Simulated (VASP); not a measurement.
# NaH4 (Amm2) in VASP: notebook

The runs below take NaH4 through single point, relaxation of cell and atoms, with PBE.

Program: VASP 6.6.1. These are calculated values, not measurements. Logs are shortened: lines on timing, memory, paths and dates and some standing lists are left out, and cuts for length are marked.

### Step 1. The cell of the first run

The structure is orthorhombic, space group Amm2 (No. 38). Conventional cell: a = 2.876 Å, b = 6.474 Å, c = 5.571 Å, α = 90.00°, β = 90.00°, γ = 90.00°. Within 3.3 Å of Na (site symmetry mm2) lie 14 H at 2.42 to 3.29 Å and 2 Na at 2.88 Å. Within 1.6 Å of H (site symmetry m) lie 1 H at 1.23 Å. Within 2.4 Å of H (site symmetry m) lie 2 H at 1.81 Å.

The cell was generated, and may not be a known phase.

### Step 2. Single point, PBE

Input file INCAR:

```
ALGO = Normal
EDIFF = 1E-7
ENCUT = 520
GGA = PE
ISIF = 2
ISMEAR = 0
LASPH = T
LCHARG = F
LREAL = F
LWAVE = F
NBANDS = 14
NELM = 100
PREC = Accurate
SIGMA = 0.1
```

Input file KPOINTS:

```
k-points
0
Gamma
  6 4 4
```

Input file POSCAR:

```
NaH4
1.0
    2.8759885700      0.0000000000      0.0000000000
    0.0000000000      3.2370329200      2.7855292800
    0.0000000000     -3.2370329200      2.7855292800
Na H
1 4
Direct
    0.5000000000      0.6739683500      0.6739683500
    0.5000000000      0.3488087100      0.1591128700
    0.5000000000      0.1591128700      0.3488087100
    0.0000000000      0.1377748900      0.6015676400
    0.0000000000      0.6015676400      0.1377748900
```

Potentials or basis: VASP PAW PBE potentials, release 64 (Na_pv, H).

Run with:

```sh
$ cat potpaw_PBE.64/Na_pv/POTCAR potpaw_PBE.64/H/POTCAR > POTCAR
$ mpirun -np 1 vasp_std > vasp.out
```

OUTCAR:

```text
EDIFF = 1E-7
   ENCUT = 520
   GGA = PE
   ISIF = 2
   ISMEAR = 0
   LASPH = T
   LREAL = F
   NELM = 100
   PREC = Accurate

 ion  position               nearest neighbor table
   1  0.500  0.674  0.674-
   2  0.500  0.349  0.159-
   3  0.500  0.159  0.349-
   4  0.000  0.138  0.602-
   5  0.000  0.602  0.138-

  LATTYP: Found a base centered orthorhombic cell.
 ALAT       =     5.5710585600
 B/A-ratio  =     1.1620889944
 C/A-ratio  =     0.5162373612

  Lattice vectors:

 A1 = (   0.0000000000,   3.2370329200,   2.7855292800)
 A2 = (   0.0000000000,  -3.2370329200,   2.7855292800)
 A3 = (   2.8759885700,   0.0000000000,   0.0000000000)

Analysis of symmetry for initial positions (statically):
=====================================================================
 Subroutine PRICEL returns:
 Original cell was already a primitive cell.

 Routine SETGRP: Setting up the symmetry group for a
 base centered orthorhombic supercell.

 Subroutine GETGRP returns: Found  4 space group operations
 (whereof  4 operations were pure point group operations)
 out of a pool of  8 trial point group operations.

The static configuration has the point symmetry C_2v.

Analysis of symmetry for dynamics (positions and initial velocities):
=====================================================================
 Subroutine PRICEL returns:
 Original cell was already a primitive cell.

 Routine SETGRP: Setting up the symmetry group for a
 base centered orthorhombic supercell.

 Subroutine GETGRP returns: Found  4 space group operations
 (whereof  4 operations were pure point group operations)
 out of a pool of  8 trial point group operations.

The dynamic configuration has the point symmetry C_2v.

 Subroutine INISYM returns: Found  4 space group operations
 (whereof  4 operations are pure point group operations),
 and found     1 'primitive' translations

----------------------------------------------------------------------------------------

                                     Primitive cell

  volume of cell :      51.8647

  direct lattice vectors                    reciprocal lattice vectors
     2.875988570  0.000000000  0.000000000     0.347706528  0.000000000  0.000000000
     0.000000000  3.237032920  2.785529280     0.000000000  0.154462439  0.179499100
     0.000000000 -3.237032920  2.785529280     0.000000000 -0.154462439  0.179499100

  length of vectors
     2.875988570  4.270545105  4.270545105     0.347706528  0.236809147  0.236809147

  position of ions in fractional coordinates (direct lattice)
     0.500000000  0.673968350  0.673968350
     0.500000000  0.348808710  0.159112870
     0.500000000  0.159112870  0.348808710
     0.000000000  0.137774890  0.601567640
     0.000000000  0.601567640  0.137774890

  ion indices of the primitive-cell ions
   primitive index   ion index
                 1           1
                 2           2
                 3           3
                 4           4
                 5           5

----------------------------------------------------------------------------------------

 KPOINTS: k-points

Automatic generation of k-mesh.
 Grid dimensions read from file:
 generate k-points for:    6    4    4

 Generating k-lattice:

  Cartesian coordinates                     Fractional coordinates (reciprocal lattice)
     0.057951088  0.000000000  0.000000000     0.166666667  0.000000000  0.000000000
     0.000000000  0.038615610  0.044874775     0.000000000  0.250000000  0.000000000
     0.000000000 -0.038615610  0.044874775     0.000000000  0.000000000  0.250000000

  Length of vectors
     0.057951088  0.059202287  0.059202287

  Shift w.r.t. Gamma in fractional coordinates (k-lattice)
     0.000000000  0.000000000  0.000000000

 Subroutine IBZKPT returns following result:
 ===========================================

 Found     28 irreducible k-points:

 Following reciprocal coordinates:
            Coordinates               Weight
  0.000000  0.000000  0.000000      1.000000
  0.166667  0.000000  0.000000      2.000000
  0.333333  0.000000  0.000000      2.000000
  0.500000  0.000000  0.000000      1.000000
  0.000000  0.250000  0.000000      4.000000
  0.166667  0.250000  0.000000      8.000000
[... 16 lines left out ...]
  0.333333 -0.250000  0.250000      4.000000
  0.500000 -0.250000  0.250000      2.000000
 [... further k-points ...]
   k-points           NKPTS =     28   k-points in BZ     NKDIM =     28   number of bands    NBANDS=     14
   number of dos      NEDOS =    301   number of ions     NIONS =      5
   total plane-waves  NPLWV =  24576
   dimension x,y,z NGX =    24 NGY =   32 NGZ =   32
   dimension x,y,z NGXF=    48 NGYF=   64 NGZF=   64
   ions per type =               1   4
   NGX,Y,Z   is equivalent  to a cutoff of  13.87, 12.46, 12.46 a.u.
   NGXF,Y,Z  is equivalent  to a cutoff of  27.75, 24.91, 24.91 a.u.
 SYSTEM =  unknown system
   PREC   = accura    normal or accurate (medium, high low for compatibility)
   ISTART =      0    job   : 0-new  1-cont  2-samecut
   ICHARG =      2    charge: 1-file 2-atom 10-const
   ISPIN  =      1    spin polarized calculation?
   LNONCOLLINEAR =      F non collinear calculations
   LSORBIT =      F    spin-orbit coupling
   LASPH  =      T    aspherical Exc in radial PAW
   ENCUT  =  520.0 eV  38.22 Ry    6.18 a.u.   5.35  7.94  7.94*2*pi/ulx,y,z
   NELM   =    100;   NELMIN=  2; NELMDL= -5     # of ELM steps
   EDIFF  = 0.1E-06   stopping-criterion for ELM
   LREAL  =      F    real-space projection
   EDIFFG = 0.1E-05   stopping-criterion for IOM
   NSW    =      0    number of steps for IOM
   IBRION =     -1    ionic relax: 0-MD 1-quasi-New 2-CG
   NFREE  =      0    steps in history (QN), initial steepest desc. (CG)
   ISIF   =      2    stress and relaxation
   ISYM   =      2    0-nonsym 1-usesym 2-fastsym
   POTIM  = 0.5000    time-step for ionic-motion
   TEBEG  =    0.0;   TEEND  =   0.0 temperature during run
   PSTRESS=    0.0 pullay stress
   NELECT =      11.0000    total number of electrons
   NUPDOWN=      -1.0000    fix difference up-down
   EMIN   =  10.00;   EMAX   =-10.00  energy-range for DOS
   EFERMI =   0.00;   METHOD = LEGACY
   ISMEAR =     0;   SIGMA  =   0.10  broadening in eV -4-tet -1-fermi 0-gaus
   EFERMI_NEDOS =   21; number of points for ismear=-14 and -15
   IALGO  =     38    algorithm
   IMIX   =      4    mixing-type and parameters
     AMIX     =   0.40;   BMIX     =  1.00
     AMIX_MAG =   1.60;   BMIX_MAG =  1.00
  volume/ion in A,a.u.               =      10.37        70.00
  Fermi-wavevector in a.u.,A,eV,Ry     =   0.976296  1.844933 12.968459  0.953155
  Thomas-Fermi vector in A             =   2.106904
   LORBIT       =      0    0 simple, 1 ext, 2 COOP (PROOUT), +10 PAW based schemes
   GGA     = PE    functional components
   LHFCALC =     F    Hartree Fock is set to
   AEXX    =    0.0000 exact exchange contribution
   IVDW    =     0    specifies the selected vdW correction
   LEPSILON=     F    determine dielectric tensor
   LRPA    =     F    only Hartree local field effects (RPA)
 non-spin polarized calculation
 Gauss-broadening in eV      SIGMA  =   0.10
  energy-cutoff  :      520.00
  volume of cell :       51.86
 maximum number of plane-waves:      1414
 NGX is ok and might be reduce to    24
   NGX = 11   NGY = 15   NGZ = 15

 number of electron      11.0000002 magnetization

 Free energy of the ion-electron system (eV)
  ---------------------------------------------------
  ext. energy  EPLUGINS =         0.00000000
  ---------------------------------------------------
  free energy    TOTEN  =       -11.30244859 eV

  energy without entropy =      -11.29154344  energy(sigma->0) =      -11.29699602

 E-fermi :  -1.2974     XC(G=0):  -7.5922

 val. band max:       -1.3644783658   @ k =   0.3333   0.5000   0.2500
 cond. band min:      -1.2672819206   @ k =   0.3333   0.5000   0.5000
 fundamental gap:      0.0971964452
 Fermi energy:        -1.2974268701

 k-point     1 :       0.0000    0.0000    0.0000
  band No.  band energies     occupation
      1     -24.7723      2.00000
      2     -24.7601      2.00000
      3     -24.7471      2.00000
      4      -8.1970      2.00000
      5      -2.9197      2.00000
      6      -0.9641      0.00000
      7       2.7901      0.00000
      8       4.6848      0.00000
      9       6.8823      0.00000
     10       7.1681      0.00000
     11      11.2042      0.00000
     12      12.9160      0.00000
     13      12.9366      0.00000
     14      13.3257      0.00000

 k-point     2 :       0.1667    0.0000    0.0000
  band No.  band energies     occupation
      1     -24.7995      2.00000
      2     -24.7660      2.00000
      3     -24.7537      2.00000
      4      -7.7693      2.00000
      5      -2.5187      2.00000
      6      -1.1103      0.00815
      7       3.0394      0.00000
      8       4.9658      0.00000
      9       6.8271      0.00000
     10       7.1500      0.00000
     11       8.8749      0.00000
     12      11.4946      0.00000
     13      12.4266      0.00000
     14      13.1097      0.00000
[... 343 lines left out ...]
      1     -24.9019      2.00000
      2     -24.7552      2.00000
      3     -24.7435      2.00000
      4      -6.1021      2.00000
      5      -2.8735      2.00000
      6      -1.1316      0.01902
      7       2.3653      0.00000
      8       4.5162      0.00000
      9       5.8136      0.00000
     10       7.6430      0.00000
     11       9.4330      0.00000
     12      10.2756      0.00000
     13      10.8172      0.00000
     14      12.5949      0.00000

 k-point    24 :       0.5000   -0.2500    0.2500
  band No.  band energies     occupation
      1     -24.9528      2.00000
      2     -24.7487      2.00000
      3     -24.7368      2.00000
      4      -5.0938      2.00000
      5      -2.9368      2.00000
      6      -1.0122      0.00005
      7       1.2071      0.00000
      8       5.8564      0.00000
      9       6.4189      0.00000
     10       6.8678      0.00000
     11       8.3268      0.00000
     12       9.2204      0.00000
     13       9.8304      0.00000
     14      12.8097      0.00000

 [... further k-points ...]

------------------------ aborting loop because EDIFF is reached ----------------------------------------

  FORCE on cell =-STRESS in cart. coord.  units (eV):
  Direction    XX          YY          ZZ          XY          YZ          ZX
  --------------------------------------------------------------------------------------
  -------------------------------------------------------------------------------------
  Total       -0.3254105     -4.7807571     -1.6136701      0.0000000      0.0000000      0.0000000
  in kB      -10.0524094   -147.6846196    -49.8486430      0.0000000      0.0000000      0.0000000
  external PRESSURE =     -69.1952240 kB  Pullay stress =       0.0000000 kB

 VOLUME and BASIS-vectors are now :
 -----------------------------------------------------------------------------
  energy-cutoff  :      520.00
  volume of cell :       51.86
      direct lattice vectors                 reciprocal lattice vectors
     2.875988570  0.000000000  0.000000000     0.347706528  0.000000000  0.000000000
     0.000000000  3.237032920  2.785529280     0.000000000  0.154462439  0.179499100
     0.000000000 -3.237032920  2.785529280     0.000000000 -0.154462439  0.179499100

 POSITION                                       TOTAL-FORCE (eV/Angst)
 -----------------------------------------------------------------------------------
      1.43799      0.00000      3.75472         0.000000      0.000000      0.047664
      1.43799      0.61405      1.41483         0.000000     -1.850960      0.371029
      1.43799     -0.61405      1.41483         0.000000      1.850960      0.371029
      0.00000     -1.50131      2.05946         0.000000      0.221430     -0.394861
      0.00000      1.50131      2.05946         0.000000     -0.221430     -0.394861
 -----------------------------------------------------------------------------------
    total drift:                                0.000000      0.000000      0.000040

  FREE ENERGIE OF THE ION-ELECTRON SYSTEM (eV)
  ---------------------------------------------------
  free  energy   TOTEN  =       -11.3024485939 eV

  energy  without entropy=      -11.2915434423  energy(sigma->0) =      -11.29699602
```

Run time: 18 s. Hardware: 1 thread of Intel Xeon 8259CL, shared host; peak memory 0.16 GiB.

Results:

```
Free energy            : -11.3024 eV
Pressure               : -6.9 GPa
Largest force          : 1.888 eV/Å
Band gap on the k mesh : zero (an odd number of electrons rules out a gap without spin polarisation)
```

Forces in eV/Å, atoms in the order of the input:
```
Na   0.000  0.000  0.048
H    0.000 -1.851  0.371
H    0.000  1.851  0.371
H    0.000  0.221 -0.395
H    0.000 -0.221 -0.395
```

Levels at points of the mesh, in eV from the Fermi level:
```csv
k point,band 3,band 4,band 5,band 6,band 7,band 8
"(0.00, 0.00, 0.00)",-23.45,-6.90,-1.62,0.33,4.09,5.98
"(0.50, 0.00, 0.00)",-23.44,-4.06,-2.13,0.83,3.66,7.05
"(0.00, 0.50, 0.00)",-23.45,-6.13,-3.46,0.81,3.93,6.40
"(0.50, 0.50, 0.00)",-23.44,-3.75,-1.06,-0.63,2.30,7.86
"(0.00, 0.50, 0.50)",-23.45,-5.51,-3.66,-0.42,2.46,7.42
"(0.50, 0.50, 0.50)",-23.44,-3.53,-0.93,-0.22,1.94,5.46
```

Caveat: the k points lie up to 0.37 Å⁻¹ apart, too coarse for converged energies and pressures of a metal; forces of over 1 eV/Å act on the atoms, so gaps and moduli don't describe the material at rest.

(Part 1 of 2 ends here.)

The gap in the log of VASP goes by the Fermi energy; the results here count the filled bands.